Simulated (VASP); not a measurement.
# Cr (P6_3/mmc) in VASP: further runs

Runs on Cr. Level: RPBE. Tasks: single point.

Everything below comes from runs of VASP 6.6.1. Logs are shortened: lines on timing, memory, paths and dates and some standing lists are left out, and cuts for length are marked.

## 1. The cell of the first run

Symmetry: P6_3/mmc, No. 194, hexagonal system. Conventional cell: a = 2.536 Å, b = 2.536 Å, c = 4.548 Å, α = 90.00°, β = 90.00°, γ = 120.00°. Within 3.3 Å of Cr (site symmetry -6m2) lie 12 Cr at 2.54 to 2.70 Å.

This isn't the form of Cr at room conditions, which is bcc.

## 2. Single point, RPBE, collinear spin, ferromagnetic start (12.66 Å³/atom)

Input file INCAR:

```
SYSTEM = Cr
  PREC = Accurate
  ENCUT = 520
  EDIFF = 1E-6
  ISMEAR = -1
  SIGMA = 0.05
  LREAL = .FALSE.
  LASPH = .TRUE.
  NELM = 150
  ALGO = Normal
  ISIF = 2
  LWAVE = .FALSE.
  LCHARG = .TRUE.
  ISPIN = 2
  MAGMOM = 1.5 1.5
  LORBIT = 11
  LMAXMIX = 4
  GGA = RP
  LELF = .TRUE.
  LVHAR = .TRUE.
  NBANDS = 23
```

Input file KPOINTS:

```
regular mesh
0
G
  16 16 8
  0 0 0
```

Input file POSCAR:

```
Cr
1.0
    2.5357497241      0.0000000000      0.0000000000
   -1.2678748620      2.1960236787      0.0000000000
    0.0000000000      0.0000000000      4.5479385129
Cr
2
Direct
    0.3333333333      0.6666666667      0.2500000000
    0.6666666667      0.3333333333      0.7500000000
```

Potentials or basis: VASP PAW PBE potentials, release 64 (Cr_pv).

Run with:

```
> cat potpaw_PBE.64/Cr_pv/POTCAR > POTCAR
> mpirun -np 1 vasp_std > vasp.out
```

OUTCAR:

```text
SYSTEM = Cr
   PREC = Accurate
   ENCUT = 520
   EDIFF = 1E-6
   ISMEAR = -1
   LREAL = .FALSE.
   LASPH = .TRUE.
   NELM = 150
   ISIF = 2
   ISPIN = 2
   LORBIT = 11
   GGA = RP

 ion  position               nearest neighbor table
   1  0.333  0.667  0.250-   2 2.70   2 2.70   2 2.70   2 2.70   2 2.70   2 2.70
   2  0.667  0.333  0.750-   1 2.70   1 2.70   1 2.70   1 2.70   1 2.70   1 2.70

  LATTYP: Found a hexagonal cell.
 ALAT       =     2.5357497241
 C/A-ratio  =     1.7935281505

  Lattice vectors:

 A1 = (   2.5357497241,   0.0000000000,   0.0000000000)
 A2 = (  -1.2678748620,   2.1960236787,   0.0000000000)
 A3 = (   0.0000000000,   0.0000000000,   4.5479385129)

Analysis of symmetry for initial positions (statically):
=====================================================================
 Subroutine PRICEL returns:
 Original cell was already a primitive cell.

 Routine SETGRP: Setting up the symmetry group for a
 hexagonal supercell.

 Subroutine GETGRP returns: Found 24 space group operations
 (whereof 12 operations were pure point group operations)
 out of a pool of 24 trial point group operations.

The static configuration has the point symmetry D_3d.
 The point group associated with its full space group is D_6h.

Analysis of symmetry for dynamics (positions and initial velocities):
=====================================================================
 Subroutine PRICEL returns:
 Original cell was already a primitive cell.

 Routine SETGRP: Setting up the symmetry group for a
 hexagonal supercell.

 Subroutine GETGRP returns: Found 24 space group operations
 (whereof 12 operations were pure point group operations)
 out of a pool of 24 trial point group operations.

The dynamic configuration has the point symmetry D_3d.
 The point group associated with its full space group is D_6h.

Analysis of structural, dynamic, and magnetic symmetry:
=====================================================================
 Subroutine PRICEL returns:
 Original cell was already a primitive cell.

 Routine SETGRP: Setting up the symmetry group for a
 hexagonal supercell.

 Subroutine GETGRP returns: Found 24 space group operations
 (whereof 12 operations were pure point group operations)
 out of a pool of 24 trial point group operations.

The overall configuration has the point symmetry D_3d.
 The point group associated with its full space group is D_6h.

 Subroutine INISYM returns: Found 24 space group operations
 (whereof 12 operations are pure point group operations),
 and found     1 'primitive' translations

----------------------------------------------------------------------------------------

                                     Primitive cell

  volume of cell :      25.3255

  direct lattice vectors                    reciprocal lattice vectors
     2.535749724  0.000000000  0.000000000     0.394360686  0.227684248  0.000000000
    -1.267874862  2.196023679  0.000000000     0.000000000  0.455368496  0.000000000
     0.000000000  0.000000000  4.547938513     0.000000000  0.000000000  0.219879842

  length of vectors
     2.535749724  2.535749724  4.547938513     0.455368496  0.455368496  0.219879842

  position of ions in fractional coordinates (direct lattice)
     0.333333333  0.666666667  0.250000000
     0.666666667  0.333333333  0.750000000

  ion indices of the primitive-cell ions
   primitive index   ion index
                 1           1
                 2           2

----------------------------------------------------------------------------------------

 KPOINTS: regular mesh

Automatic generation of k-mesh.
 Grid dimensions read from file:
 generate k-points for:   16   16    8

 Generating k-lattice:

  Cartesian coordinates                     Fractional coordinates (reciprocal lattice)
     0.024647543  0.014230266  0.000000000     0.062500000  0.000000000  0.000000000
     0.000000000  0.028460531  0.000000000     0.000000000  0.062500000  0.000000000
     0.000000000  0.000000000  0.027484980     0.000000000  0.000000000  0.125000000

  Length of vectors
     0.028460531  0.028460531  0.027484980

  Shift w.r.t. Gamma in fractional coordinates (k-lattice)
     0.000000000  0.000000000  0.000000000

 Subroutine IBZKPT returns following result:
 ===========================================

 Found    150 irreducible k-points:

 Following reciprocal coordinates:
            Coordinates               Weight
  0.000000  0.000000  0.000000      1.000000
  0.062500  0.000000  0.000000      6.000000
  0.125000  0.000000  0.000000      6.000000
  0.187500  0.000000  0.000000      6.000000
  0.250000  0.000000  0.000000      6.000000
  0.312500  0.000000  0.000000      6.000000
[... 16 lines left out ...]
  0.187500  0.187500  0.000000      6.000000
  0.250000  0.187500  0.000000     12.000000
 [... further k-points ...]
   k-points           NKPTS =    150   k-points in BZ     NKDIM =    150   number of bands    NBANDS=     23
   number of dos      NEDOS =    301   number of ions     NIONS =      2
   total plane-waves  NPLWV =  14400
   dimension x,y,z NGX =    20 NGY =   20 NGZ =   36
   dimension x,y,z NGXF=    40 NGYF=   40 NGZF=   72
   ions per type =               2
   NGX,Y,Z   is equivalent  to a cutoff of  13.11, 13.11, 13.16 a.u.
   NGXF,Y,Z  is equivalent  to a cutoff of  26.22, 26.22, 26.32 a.u.
 SYSTEM =  Cr
   PREC   = accura    normal or accurate (medium, high low for compatibility)
   ISTART =      0    job   : 0-new  1-cont  2-samecut
   ICHARG =      2    charge: 1-file 2-atom 10-const
   ISPIN  =      2    spin polarized calculation?
   LNONCOLLINEAR =      F non collinear calculations
   LSORBIT =      F    spin-orbit coupling
   LASPH  =      T    aspherical Exc in radial PAW
   ENCUT  =  520.0 eV  38.22 Ry    6.18 a.u.   4.71  4.71  8.46*2*pi/ulx,y,z
   NELM   =    150;   NELMIN=  2; NELMDL= -5     # of ELM steps
   EDIFF  = 0.1E-05   stopping-criterion for ELM
   LREAL  =      F    real-space projection
[... 7 lines left out ...]
   TEBEG  =    0.0;   TEEND  =   0.0 temperature during run
   PSTRESS=    0.0 pullay stress
   NELECT =      24.0000    total number of electrons
   NUPDOWN=      -1.0000    fix difference up-down
   EMIN   =  10.00;   EMAX   =-10.00  energy-range for DOS
   EFERMI =   0.00;   METHOD = LEGACY
   ISMEAR =    -1;   SIGMA  =   0.05  broadening in eV -4-tet -1-fermi 0-gaus
   EFERMI_NEDOS =   21; number of points for ismear=-14 and -15
   IALGO  =     38    algorithm
   IMIX   =      4    mixing-type and parameters
     AMIX     =   0.40;   BMIX     =  1.00
     AMIX_MAG =   1.60;   BMIX_MAG =  1.00
  volume/ion in A,a.u.               =      12.66        85.45
  Fermi-wavevector in a.u.,A,eV,Ry     =   1.608024  3.038725 35.181154  2.585742
  Thomas-Fermi vector in A             =   2.703960
   LORBIT       =     11    0 simple, 1 ext, 2 COOP (PROOUT), +10 PAW based schemes
   GGA     = RP    functional components
   LHFCALC =     F    Hartree Fock is set to
   AEXX    =    0.0000 exact exchange contribution
   IVDW    =     0    specifies the selected vdW correction
   LEPSILON=     F    determine dielectric tensor
   LRPA    =     F    only Hartree local field effects (RPA)
 spin polarized calculation
  energy-cutoff  :      520.00
  volume of cell :       25.33
 maximum number of plane-waves:       695
 NGX is ok and might be reduce to    20
   NGX =  9   NGY =  9   NGZ = 17

 number of electron      23.9999982 magnetization       0.0005911

 Free energy of the ion-electron system (eV)
  ---------------------------------------------------
  ext. energy  EPLUGINS =         0.00000000
  ---------------------------------------------------
  free energy    TOTEN  =       -17.16537423 eV

  energy without entropy =      -17.13573599  energy(sigma->0) =      -17.15055511

 E-fermi :   9.6828     XC(G=0): -13.0090

 val. band max:        9.6824218716   @ k =   0.3125   0.1250   0.1250
 cond. band min:       9.6873341767   @ k =   0.3750   0.1250   0.1250
 fundamental gap:      0.0049123051
 Fermi energy:         9.6828315305

 spin component 1

 k-point     1 :       0.0000    0.0000    0.0000
  band No.  band energies     occupation
      1     -33.6030      1.00000
      2     -33.0716      1.00000
      3     -32.9128      1.00000
      4     -32.9128      1.00000
      5     -32.8616      1.00000
      6     -32.8616      1.00000
[... 15 lines left out ...]
     22      29.0398      0.00000
     23      29.4017      0.00000
[... 575 lines left out ...]
      1     -33.4370      1.00000
      2     -33.4055      1.00000
      3     -33.3659      1.00000
      4     -33.1379      1.00000
      5     -33.1250      1.00000
      6     -33.0758      1.00000
[... 15 lines left out ...]
     22      21.1549      0.00000
     23      22.4403      0.00000

 [... further k-points ...]

 spin component 2

 k-point     1 :       0.0000    0.0000    0.0000
  band No.  band energies     occupation
      1     -33.6027      1.00000
      2     -33.0713      1.00000
      3     -32.9125      1.00000
      4     -32.9125      1.00000
      5     -32.8613      1.00000
      6     -32.8613      1.00000
[... 15 lines left out ...]
     22      29.0400      0.00000
     23      29.4019      0.00000
[... 575 lines left out ...]
      1     -33.4367      1.00000
      2     -33.4052      1.00000
      3     -33.3656      1.00000
      4     -33.1376      1.00000
      5     -33.1247      1.00000
      6     -33.0755      1.00000
[... 15 lines left out ...]
     22      21.1551      0.00000
     23      22.4405      0.00000

 [... further k-points ...]

------------------------ aborting loop because EDIFF is reached ----------------------------------------

  FORCE on cell =-STRESS in cart. coord.  units (eV):
  Direction    XX          YY          ZZ          XY          YZ          ZX
  --------------------------------------------------------------------------------------
  -------------------------------------------------------------------------------------
  Total       -1.3639303     -1.3639303     -1.1982473     -0.0000000     -0.0000000      0.0000000
  in kB      -86.2868815    -86.2868815    -75.8052077     -0.0000000     -0.0000000      0.0000000
  external PRESSURE =     -82.7929902 kB  Pullay stress =       0.0000000 kB

 VOLUME and BASIS-vectors are now :
 -----------------------------------------------------------------------------
  energy-cutoff  :      520.00
  volume of cell :       25.33
      direct lattice vectors                 reciprocal lattice vectors
     2.535749724  0.000000000  0.000000000     0.394360686  0.227684248  0.000000000
    -1.267874862  2.196023679  0.000000000     0.000000000  0.455368496  0.000000000
     0.000000000  0.000000000  4.547938513     0.000000000  0.000000000  0.219879842

 POSITION                                       TOTAL-FORCE (eV/Angst)
 -----------------------------------------------------------------------------------
     -0.00000      1.46402      1.13698        -0.000000      0.000000      0.000000
      1.26787      0.73201      3.41095         0.000000     -0.000000      0.000000
 -----------------------------------------------------------------------------------
    total drift:                               -0.000000      0.000000     -0.000000

  FREE ENERGIE OF THE ION-ELECTRON SYSTEM (eV)
  ---------------------------------------------------
  free  energy   TOTEN  =       -17.1653742299 eV

  energy  without entropy=      -17.1357359888  energy(sigma->0) =      -17.15055511

 total charge

# of ion       s       p       d       tot
------------------------------------------
    1        0.434   6.338   4.136  10.908
    2        0.434   6.338   4.136  10.908
--------------------------------------------------
tot          0.868  12.676   8.272  21.817

 magnetization (x)

# of ion       s       p       d       tot
------------------------------------------
    1        0.000   0.000   0.000   0.000
    2        0.000   0.000   0.000   0.000
--------------------------------------------------
tot          0.000   0.000   0.000   0.000
```

Wall time 2.8 min (1 thread of Intel Xeon Platinum 8259CL at 2.50GHz (Skylake/Cascade Lake), shared host); peak memory 0.23 GiB.

Results:

* Free energy: -17.1654 eV
* Pressure: -8.3 GPa
* Band gap on the k mesh: zero (filled and empty bands overlap)
* Net moment: 0.00 μB per cell
* Valence electrons inside the program's atomic spheres: Cr 10.91

Caveat: the cell stands under tension; the PAW data sets were made with another functional, which shifts forces and pressure a little.

[end of part 1 of 2]
